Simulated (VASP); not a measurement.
# Fe (P6_3/mmc) in VASP: further runs

Fe is run at these levels: BLYP; tasks: single point.

Everything below comes from runs of VASP 6.6.1. Logs are shortened: lines on timing, memory, paths and dates and some standing lists are left out, and cuts for length are marked.

**1. The cell of the first run**

It takes space group P6_3/mmc (No. 194, hexagonal). Conventional cell: a = 2.416 Å, b = 2.416 Å, c = 7.769 Å, α = 90.00°, β = 90.00°, γ = 120.00°. Within 3.2 Å of Fe (site symmetry -3m) lie 12 Fe at 2.39 to 2.42 Å. Within 3.2 Å of Fe (site symmetry -6m2) lie 12 Fe at 2.39 to 2.42 Å.

This isn't the form of Fe at room conditions, which is bcc.

**2. Single point, BLYP (9.82 Å³/atom)**

The input, INCAR:

```
AGGAC    = 1.0          
AGGAX    = 1.0          
ALDAC    = 0.0          
ALDAX    = 1.0          
ALGO     = Normal         # electronic algorithm
EDIFF    = 1E-6           # SCF threshold, eV
ENCUT    = 520            # plane-wave cutoff, eV
GGA      = B5             # functional
ISIF     = 2              # what is computed and relaxed
ISMEAR   = -1             # smearing method
LASPH    = T              # aspherical terms in the spheres
LCHARG   = F              # write CHGCAR
LREAL    = F              # projectors in reciprocal space
LWAVE    = F              # write WAVECAR
NBANDS   = 24             # bands
NELM     = 80             # most SCF steps
PREC     = Accurate       # precision mode
SIGMA    = 0.1            # smearing width, eV
```

The input, KPOINTS:

```
k-points
0
Gamma
  16 16 5
```

The input, POSCAR:

```
Fe
1.0
    2.4164541331      0.0000000000      0.0000000000
   -1.2082270666      2.0927106663      0.0000000000
    0.0000000000      0.0000000000      7.7688564869
Fe
4
Direct
    0.0000000000      0.0000000000      0.0000000000
    0.0000000000      0.0000000000      0.5000000000
    0.3333333333      0.6666666667      0.2500000000
    0.6666666667      0.3333333333      0.7500000000
```

Potentials or basis: VASP PAW PBE potentials, release 64 (Fe).

Command:

```
$ cat potpaw_PBE.64/Fe/POTCAR > POTCAR
$ mpirun -np 1 vasp_std > vasp.out
```

OUTCAR:

```text
EDIFF = 1E-6
   ENCUT = 520
   GGA = B5
   ISIF = 2
   ISMEAR = -1
   LASPH = T
   LREAL = F
   NELM = 80
   PREC = Accurate

 ion  position               nearest neighbor table
   1  0.000  0.000  0.000-   3 2.39   4 2.39   3 2.39   4 2.39   4 2.39   3 2.39
   2  0.000  0.000  0.500-   3 2.39   4 2.39   3 2.39   4 2.39   4 2.39   3 2.39
   3  0.333  0.667  0.250-   1 2.39   2 2.39   1 2.39   2 2.39   1 2.39   2 2.39
   4  0.667  0.333  0.750-   1 2.39   2 2.39   1 2.39   2 2.39   1 2.39   2 2.39

  LATTYP: Found a hexagonal cell.
 ALAT       =     2.4164541331
 C/A-ratio  =     3.2149819773

  Lattice vectors:

 A1 = (   2.4164541331,   0.0000000000,   0.0000000000)
 A2 = (  -1.2082270666,   2.0927106663,   0.0000000000)
 A3 = (   0.0000000000,   0.0000000000,   7.7688564869)

Analysis of symmetry for initial positions (statically):
=====================================================================
 Subroutine PRICEL returns:
 Original cell was already a primitive cell.

 Routine SETGRP: Setting up the symmetry group for a
 hexagonal supercell.

 Subroutine GETGRP returns: Found 24 space group operations
 (whereof 12 operations were pure point group operations)
 out of a pool of 24 trial point group operations.

The static configuration has the point symmetry D_3d.
 The point group associated with its full space group is D_6h.

Analysis of symmetry for dynamics (positions and initial velocities):
=====================================================================
 Subroutine PRICEL returns:
 Original cell was already a primitive cell.

 Routine SETGRP: Setting up the symmetry group for a
 hexagonal supercell.

 Subroutine GETGRP returns: Found 24 space group operations
 (whereof 12 operations were pure point group operations)
 out of a pool of 24 trial point group operations.

The dynamic configuration has the point symmetry D_3d.
 The point group associated with its full space group is D_6h.

 Subroutine INISYM returns: Found 24 space group operations
 (whereof 12 operations are pure point group operations),
 and found     1 'primitive' translations

----------------------------------------------------------------------------------------

                                     Primitive cell

  volume of cell :      39.2866

  direct lattice vectors                    reciprocal lattice vectors
     2.416454133  0.000000000  0.000000000     0.413829498  0.238924572  0.000000000
    -1.208227067  2.092710666  0.000000000     0.000000000  0.477849144  0.000000000
     0.000000000  0.000000000  7.768856487     0.000000000  0.000000000  0.128719072

  length of vectors
     2.416454133  2.416454133  7.768856487     0.477849144  0.477849144  0.128719072

  position of ions in fractional coordinates (direct lattice)
     0.000000000  0.000000000  0.000000000
     0.000000000  0.000000000  0.500000000
     0.333333333  0.666666667  0.250000000
     0.666666667  0.333333333  0.750000000

  ion indices of the primitive-cell ions
   primitive index   ion index
                 1           1
                 2           2
                 3           3
                 4           4

----------------------------------------------------------------------------------------

 KPOINTS: k-points

Automatic generation of k-mesh.
 Grid dimensions read from file:
 generate k-points for:   16   16    5

 Generating k-lattice:

  Cartesian coordinates                     Fractional coordinates (reciprocal lattice)
     0.025864344  0.014932786  0.000000000     0.062500000  0.000000000  0.000000000
     0.000000000  0.029865571  0.000000000     0.000000000  0.062500000  0.000000000
     0.000000000  0.000000000  0.025743814     0.000000000  0.000000000  0.200000000

  Length of vectors
     0.029865571  0.029865571  0.025743814

  Shift w.r.t. Gamma in fractional coordinates (k-lattice)
     0.000000000  0.000000000  0.000000000

 Subroutine IBZKPT returns following result:
 ===========================================

 Found     90 irreducible k-points:

 Following reciprocal coordinates:
            Coordinates               Weight
  0.000000  0.000000  0.000000      1.000000
  0.062500  0.000000  0.000000      6.000000
  0.125000  0.000000  0.000000      6.000000
  0.187500  0.000000  0.000000      6.000000
  0.250000  0.000000  0.000000      6.000000
  0.312500  0.000000  0.000000      6.000000
[... 16 lines left out ...]
  0.187500  0.187500  0.000000      6.000000
  0.250000  0.187500  0.000000     12.000000
 [... further k-points ...]
   k-points           NKPTS =     90   k-points in BZ     NKDIM =     90   number of bands    NBANDS=     24
   number of dos      NEDOS =    301   number of ions     NIONS =      4
   total plane-waves  NPLWV =  19440
   dimension x,y,z NGX =    18 NGY =   18 NGZ =   60
   dimension x,y,z NGXF=    36 NGYF=   36 NGZF=  120
   ions per type =               4
   NGX,Y,Z   is equivalent  to a cutoff of  12.38, 12.38, 12.84 a.u.
   NGXF,Y,Z  is equivalent  to a cutoff of  24.77, 24.77, 25.68 a.u.
 SYSTEM =  unknown system
   PREC   = accura    normal or accurate (medium, high low for compatibility)
   ISTART =      0    job   : 0-new  1-cont  2-samecut
   ICHARG =      2    charge: 1-file 2-atom 10-const
   ISPIN  =      1    spin polarized calculation?
   LNONCOLLINEAR =      F non collinear calculations
   LSORBIT =      F    spin-orbit coupling
   LASPH  =      T    aspherical Exc in radial PAW
   ENCUT  =  520.0 eV  38.22 Ry    6.18 a.u.   4.49  4.49 14.44*2*pi/ulx,y,z
   NELM   =     80;   NELMIN=  2; NELMDL= -5     # of ELM steps
   EDIFF  = 0.1E-05   stopping-criterion for ELM
   LREAL  =      F    real-space projection
   EDIFFG = 0.1E-04   stopping-criterion for IOM
   NSW    =      0    number of steps for IOM
   IBRION =     -1    ionic relax: 0-MD 1-quasi-New 2-CG
   NFREE  =      0    steps in history (QN), initial steepest desc. (CG)
   ISIF   =      2    stress and relaxation
   ISYM   =      2    0-nonsym 1-usesym 2-fastsym
   POTIM  = 0.5000    time-step for ionic-motion
   TEBEG  =    0.0;   TEEND  =   0.0 temperature during run
   PSTRESS=    0.0 pullay stress
   NELECT =      32.0000    total number of electrons
   NUPDOWN=      -1.0000    fix difference up-down
   EMIN   =  10.00;   EMAX   =-10.00  energy-range for DOS
   EFERMI =   0.00;   METHOD = LEGACY
   ISMEAR =    -1;   SIGMA  =   0.10  broadening in eV -4-tet -1-fermi 0-gaus
   EFERMI_NEDOS =   21; number of points for ismear=-14 and -15
   IALGO  =     38    algorithm
   IMIX   =      4    mixing-type and parameters
     AMIX     =   0.40;   BMIX     =  1.00
     AMIX_MAG =   1.60;   BMIX_MAG =  1.00
  volume/ion in A,a.u.               =       9.82        66.28
  Fermi-wavevector in a.u.,A,eV,Ry     =   1.528891  2.889185 31.803726  2.337508
  Thomas-Fermi vector in A             =   2.636587
   LORBIT       =      0    0 simple, 1 ext, 2 COOP (PROOUT), +10 PAW based schemes
   GGA     = B5    functional components
   LHFCALC =     F    Hartree Fock is set to
   AEXX    =    0.0000 exact exchange contribution
   IVDW    =     0    specifies the selected vdW correction
   LEPSILON=     F    determine dielectric tensor
   LRPA    =     F    only Hartree local field effects (RPA)
 non-spin polarized calculation
  energy-cutoff  :      520.00
  volume of cell :       39.29
 maximum number of plane-waves:      1079
 NGX is ok and might be reduce to    18
   NGX =  9   NGY =  9   NGZ = 29

 number of electron      32.0000017 magnetization

 Free energy of the ion-electron system (eV)
  ---------------------------------------------------
  ext. energy  EPLUGINS =         0.00000000
  ---------------------------------------------------
  free energy    TOTEN  =       -27.87879094 eV

  energy without entropy =      -27.66357492  energy(sigma->0) =      -27.77118293

 E-fermi :   7.8232     XC(G=0): -13.3624

 val. band max:        7.8225500440   @ k =   0.1250   0.0625   0.2000
 cond. band min:       7.8242207520   @ k =   0.4375   0.1250   0.2000
 fundamental gap:      0.0016707080
 Fermi energy:         7.8232083112

 k-point     1 :       0.0000    0.0000    0.0000
  band No.  band energies     occupation
      1      -1.0894      2.00000
      2       1.3342      2.00000
      3       1.3403      2.00000
      4       2.7458      2.00000
      5       5.6145      2.00000
      6       5.6202      2.00000
[... 16 lines left out ...]
     23       8.7619      0.00017
     24       8.7619      0.00017

 k-point     2 :       0.0625    0.0000    0.0000
  band No.  band energies     occupation
      1      -0.9375      2.00000
      2       1.4636      2.00000
      3       1.4689      2.00000
      4       2.8516      2.00000
      5       5.4618      2.00000
      6       5.5443      2.00000
[... 16 lines left out ...]
     23       8.7734      0.00015
     24       9.7928      0.00000

 k-point     3 :       0.1250    0.0000    0.0000
  band No.  band energies     occupation
      1      -0.4931      2.00000
      2       1.8265      2.00000
      3       1.8290      2.00000
      4       3.1426      2.00000
      5       5.1632      2.00000
      6       5.3576      2.00000
[... 16 lines left out ...]
     23       8.8057      0.00011
     24      11.0939      0.00000
[... 514 lines left out ...]
 k-point    23 :       0.1875    0.1875    0.0000
  band No.  band energies     occupation
      1       2.3248      2.00000
      2       3.3046      2.00000
      3       3.3185      2.00000
      4       4.2261      2.00000
      5       4.2368      2.00000
      6       4.4536      2.00000
[... 16 lines left out ...]
     23       9.9887      0.00000
     24      15.9246      0.00000

 k-point    24 :       0.2500    0.1875    0.0000
  band No.  band energies     occupation
      1       3.1200      2.00000
      2       3.4181      2.00000
      3       3.4773      2.00000
      4       4.0579      2.00000
      5       4.0960      2.00000
      6       4.4871      2.00000
[... 16 lines left out ...]
     23      10.8448      0.00000
     24      17.3596      0.00000

 [... further k-points ...]

------------------------ aborting loop because EDIFF is reached ----------------------------------------

  FORCE on cell =-STRESS in cart. coord.  units (eV):
  Direction    XX          YY          ZZ          XY          YZ          ZX
  --------------------------------------------------------------------------------------
  -------------------------------------------------------------------------------------
  Total        6.2309298      6.2309298      6.3387779     -0.0000000      0.0000000     -0.0000000
  in kB      254.1081534    254.1081534    258.5063855     -0.0000000      0.0000000     -0.0000000
  external PRESSURE =     255.5742308 kB  Pullay stress =       0.0000000 kB

 VOLUME and BASIS-vectors are now :
 -----------------------------------------------------------------------------
  energy-cutoff  :      520.00
  volume of cell :       39.29
      direct lattice vectors                 reciprocal lattice vectors
     2.416454133  0.000000000  0.000000000     0.413829498  0.238924572  0.000000000
    -1.208227067  2.092710666  0.000000000     0.000000000  0.477849144  0.000000000
     0.000000000  0.000000000  7.768856487     0.000000000  0.000000000  0.128719072

 POSITION                                       TOTAL-FORCE (eV/Angst)
 -----------------------------------------------------------------------------------
      0.00000      0.00000      0.00000        -0.000000      0.000000      0.000000
      0.00000      0.00000      3.88443        -0.000000      0.000000      0.000000
     -0.00000      1.39514      1.94221         0.000000      0.000000     -0.000000
      1.20823      0.69757      5.82664         0.000000      0.000000      0.000000
 -----------------------------------------------------------------------------------
    total drift:                                0.000000     -0.000000      0.000000

  FREE ENERGIE OF THE ION-ELECTRON SYSTEM (eV)
  ---------------------------------------------------
  free  energy   TOTEN  =       -27.8787909426 eV

  energy  without entropy=      -27.6635749198  energy(sigma->0) =      -27.77118293
```

It took 2.2 min on 1 thread of Intel Xeon 8259CL, shared host; peak memory 0.19 GiB.

Results:

```
Free energy            : -27.8788 eV
Pressure               : 25.6 GPa
Band gap on the k mesh : zero (bands 16 and 17 overlap by 1.91 eV)
```

Caveat: the cell stands under pressure; the PAW data sets were made with another functional, which shifts forces and pressure a little; the run has no spin polarisation, though such a crystal can be magnetic. Spin polarisation is off, so any magnetic state and its effect on volume and gap are missing.

**3. Single point, BLYP (10.25 Å³/atom)**

This run uses another cell than the first one, of 10.25 Å³/atom.

The input, INCAR:

```
SYSTEM = Fe
PREC = Accurate
ENCUT = 520
EDIFF = 1E-6
ISMEAR = -1
SIGMA = 0.1
LREAL = .FALSE.
LASPH = .TRUE.
NELM = 80
ALGO = Normal
ISIF = 2
LWAVE = .FALSE.
LCHARG = .FALSE.
GGA = B5
ALDAX = 1.0
AGGAX = 1.0
AGGAC = 1.0
ALDAC = 0.0
NBANDS = 24
```

The input, KPOINTS:

```
Automatic mesh
0
G
  16 16 5
  0 0 0
```

The input, POSCAR:

```
Fe
1.0
    2.4509795710      0.0000000000      0.0000000000
   -1.2254897855      2.1226105726      0.0000000000
    0.0000000000      0.0000000000      7.8798551475
Fe
4
Direct
    0.0000000000      0.0000000000      0.0000000000
    0.0000000000      0.0000000000      0.5000000000
    0.3333333333      0.6666666667      0.2500000000
    0.6666666667      0.3333333333      0.7500000000
```

Potentials or basis: VASP PAW PBE potentials, release 64 (Fe).

Command:

```
$ cat potpaw_PBE.64/Fe/POTCAR > POTCAR
$ mpirun -np 1 vasp_std > vasp.out
```

Wall time 2 min (1 thread of Intel Xeon 8259CL, shared host); peak memory 0.2 GiB.

It converged, with:

* Free energy: -28.0728 eV
* Pressure: 11.4 GPa
* Band gap on the k mesh: zero (bands 16 and 17 overlap by 1.79 eV)

Stress tensor (GPa, compression positive):
```
11.32  0.00  0.00
 0.00 11.32  0.00
 0.00  0.00 11.46
```

Levels at points of the mesh, in eV from the Fermi level:
| k point | band 12 | band 13 | band 14 | band 15 | band 16 | band 17 | band 18 | band 19 | band 20 | band 21 |
| --- | --- | --- | --- | --- | --- | --- | --- | --- | --- | --- |
| (0.00, 0.00, 0.00) | -1.40 | -1.40 | -1.32 | -1.32 | -0.48 | -0.48 | -0.03 | -0.03 | 0.33 | 0.33 |
| (0.50, 0.00, 0.00) | -0.59 | -0.55 | 0.89 | 0.90 | 0.98 | 0.99 | 1.08 | 1.09 | 1.14 | 1.17 |

Caveat: the cell stands under pressure; the PAW data sets were made with another functional, which shifts forces and pressure a little; the run has no spin polarisation, though such a crystal can be magnetic.

(Part 1 of 3 ends here.)
